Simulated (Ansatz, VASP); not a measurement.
This is a calculation of Ir for Ansatz 0.2.0.

The input input.yaml:

```yaml
crystal:
  lattice:
    - [0.0, 1.9156, 1.9156]
    - [1.9156, 0.0, 1.9156]
    - [1.9156, 1.9156, 0.0]
  atoms:
    - { symbol: Ir, position: [0.0, 0.0, 0.0] }
hamiltonian:
  xc: r2scanh
  pseudopotentials: { kind: paw }
kpoints:
  mp_grid: { grid: [6, 6, 6] }
scf:
  occupations: { method: fermi_dirac, width: 0.05 }
output:
  forces: true
  stress: true
  eigenvalues: true
```

Potentials or basis: Ansatz PAW.

Launch:

```sh
$ ansatz run input.yaml --threads 2 --pin off --max-ram 5632MiB --backend cpu --events-out ev --progress --plain --runs-dir out
```

Problem. Set up the same calculation for VASP 6.6.1. Potentials there: VASP PAW PBE potentials, release 64 (Ir).

Solution. As run (the cutoff follows the program's own potentials):

The input POSCAR:

```
Ir
1.0
    0.0000000000      1.9156000000      1.9156000000
    1.9156000000      0.0000000000      1.9156000000
    1.9156000000      1.9156000000      0.0000000000
Ir
1
Direct
    0.0000000000      0.0000000000      0.0000000000
```

The input INCAR.step1:

```
  PREC = Accurate
  ENCUT = 520
  EDIFF = 1E-5
  ISMEAR = -1
  SIGMA = 0.05
  LREAL = F
  LASPH = T
  NELM = 80
  ALGO = Normal
  ISIF = 2
  LWAVE = T
  LCHARG = F
  GGA = PE
  NBANDS = 10
```

INCAR.step2

```
  PREC = Accurate
  ENCUT = 520
  EDIFF = 1E-6
  ISMEAR = -1
  SIGMA = 0.05
  LREAL = F
  LASPH = T
  NELM = 80
  ALGO = Normal
  ISIF = 2
  LWAVE = F
  LCHARG = F
  METAGGA = R2SCAN
  LHFCALC = T
  AEXX = 0.1
  LMIXTAU = T
  PRECFOCK = Normal
  ISTART = 1
  NBANDS = 10
```

The input KPOINTS:

```
Automatic mesh
0
Gamma
  6 6 6
```

Potentials or basis: VASP PAW PBE potentials, release 64 (Ir).

Command:

```console
$ cat potpaw_PBE.64/Ir/POTCAR > POTCAR
$ cp INCAR.step1 INCAR
$ mpirun -np 1 vasp_std > vasp.out
$ cp INCAR.step2 INCAR
$ mpirun -np 1 vasp_std > vasp.out
```

Both were run:

|  | VASP | Ansatz | Ansatz less VASP |
| --- | --- | --- | --- |
| gap on the k mesh at the Fermi level (eV) | none | none | - |
| pressure (GPa) | 3.2 | 0.3 | -2.85 |

VASP's potentials were made for PBE, not for r2SCANh. A gap of «none» marks a metal or a gap that the smearing closes. VASP's potentials hold 9 valence electrons a cell and Ansatz's 17, so a difference there can come from the potentials and not from the codes.

The k mesh is coarse, so the values compare programs but aren't converged. Spin-orbit coupling is off throughout.
